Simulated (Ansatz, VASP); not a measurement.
## Two plane-wave programs on BAs

Contents of INCAR:

```
SYSTEM = BAs
PREC     = Accurate       ! precision mode
ENCUT    = 520            ! plane-wave cutoff, eV
EDIFF    = 1E-6           ! SCF threshold, eV
ISMEAR   = -1             ! smearing method
SIGMA    = 0.02           ! smearing width, eV
LREAL    = .FALSE.        ! projectors in reciprocal space
LASPH    = .TRUE.         ! aspherical terms in the spheres
NELM     = 100            ! most SCF steps
ALGO     = Normal         ! electronic algorithm
ISIF     = 2              ! what is computed and relaxed
LWAVE    = .FALSE.        ! write WAVECAR
LCHARG   = .FALSE.        ! write CHGCAR
GGA      = PE             ! functional
NBANDS   = 11             ! bands
```

The input KPOINTS:

```
regular mesh
0
G
  10 10 10
  0 0 0
```

The input POSCAR:

```
BAs
1.0
    0.0000000000      2.3143710934      2.3143710934
    2.3143710934      0.0000000000      2.3143710934
    2.3143710934      2.3143710934      0.0000000000
B As
1 1
Direct
    0.0000000000      0.0000000000      0.0000000000
    0.2500000000      0.2500000000      0.2500000000
```

Input for Ansatz:

```yaml
crystal:
  lattice:
    - [0.0, 2.3143710934, 2.3143710934]
    - [2.3143710934, 0.0, 2.3143710934]
    - [2.3143710934, 2.3143710934, 0.0]
  atoms:
    - { symbol: B, position: [0.0, 0.0, 0.0] }
    - { symbol: As, position: [0.25, 0.25, 0.25] }
kpoints:
  mp_grid: { grid: [10, 10, 10] }
  band_path:
    path:
      - [0.0, 0.0, 0.0]
      - [-0.5, -0.5, 0.0]
      - [-0.375, -0.375, 0.25]
      - [-0.375, 0.0, 0.375]
      - [0.0, 0.0, 0.5]
      - [-0.5, -0.25, 0.25]
      - [0.0, 0.4, 0.4]
    npoints: 1
hamiltonian:
  xc: pbe
scf:
  occupations: { method: fermi_dirac, width: 0.02 }
  n_extra_bands: 4
output:
  forces: true
  stress: true
  eigenvalues: true
```

Change from the starting cell: hydrostatic strain -3.2%.

Alike in both runs: task single point; functional PBE; k mesh 10 × 10 × 10; occupations fermi-dirac, width 0.02 eV; no spin polarisation.

|  | VASP | Ansatz |
| --- | --- | --- |
| version | VASP 6.6.1 | Ansatz 0.2.0 |
| potentials or method | VASP PAW PBE potentials, release 64 (B, As) | plane waves, PAW |
| plane-wave cutoff (eV) | 520 | 420 |
| valence electrons in the cell | 8 | 18 |

```csv
,VASP,Ansatz,Ansatz less VASP
gap on the k mesh at the Fermi level (eV),1.07,1.08,+0.011
pressure (GPa),20.1,19.1,-1.03
```

VASP's potentials hold 8 valence electrons a cell and Ansatz's 18, so a difference there can come from the potentials and not from the codes.
